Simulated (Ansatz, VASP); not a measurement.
## One calculation of SnO2, two programs

File INCAR:

```
SYSTEM = SnO2
PREC     = Accurate       ! precision mode
ENCUT    = 520            ! plane-wave cutoff, eV
EDIFF    = 1E-6           ! SCF threshold, eV
ISMEAR   = 0              ! smearing method
SIGMA    = 0.05           ! smearing width, eV
LREAL    = .False.        ! projectors in reciprocal space
LASPH    = .True.         ! aspherical terms in the spheres
NELM     = 60             ! most SCF steps
ALGO     = Normal         ! electronic algorithm
ISIF     = 2              ! what is computed and relaxed
LWAVE    = .False.        ! write WAVECAR
LCHARG   = .False.        ! write CHGCAR
GGA      = CA             ! functional
NBANDS   = 35             ! bands
```

File KPOINTS:

```
regular mesh
0
Gamma
  4 4 6
  0 0 0
```

File POSCAR:

```
SnO2
1.0
    4.7880040000     -0.0359100300     -0.0359100300
   -0.0364993650      4.8665820000     -0.0364993650
   -0.0243067350     -0.0243067350      3.2408980000
Sn O
2 4
Direct
    0.5000000000      0.5000000000      0.5000000000
    0.0000000000      0.0000000000      0.0000000000
    0.2918550000      0.3210420000      0.0000000000
    0.7918550000      0.1789580000      0.5000000000
    0.2081450000      0.8210420000      0.5000000000
    0.7081450000      0.6789580000      0.0000000000
```

Input for Ansatz:

```yaml
crystal:
  lattice:
    - [4.788004, -0.035910029999999996, -0.035910029999999996]
    - [-0.036499365, 4.866582, -0.036499365]
    - [-0.024306735, -0.024306735, 3.240898]
  atoms:
    - { symbol: Sn, position: [0.5, 0.5, 0.5] }
    - { symbol: Sn, position: [0.0, 0.0, 0.0] }
    - { symbol: O, position: [0.291855, 0.321042, 0.0] }
    - { symbol: O, position: [0.791855, 0.178958, 0.5] }
    - { symbol: O, position: [0.208145, 0.821042, 0.5] }
    - { symbol: O, position: [0.708145, 0.678958, 0.0] }
basis:
  ecutwfc: 510.0
kpoints:
  mp_grid:
    grid: [4, 4, 6]
hamiltonian:
  xc: lda
scf:
  occupations:
    method: gaussian
    width: 0.05
output:
  stress: true
```

Alike in both runs: task single point; functional LDA; k mesh 4 × 4 × 6; occupations gaussian, width 0.05 eV; no spin polarisation.

|  | VASP | Ansatz |
| --- | --- | --- |
| version | VASP 6.6.1 | Ansatz 0.2.0 |
| potentials or method | VASP PAW LDA potentials, release 64 (Sn_d, O), cutoff 520 eV | plane waves, PAW |
| valence electrons in the cell | 52 | 52 |

```tsv
	VASP	Ansatz	Ansatz less VASP
pressure (GPa)	-10.3	-11.1	-0.79
traceless stress, the component that is largest in VASP (GPa)	2.58	2.56	-0.027
```

LDA's correlation is that of Perdew and Zunger in VASP and of Perdew and Wang (1992) in Ansatz.
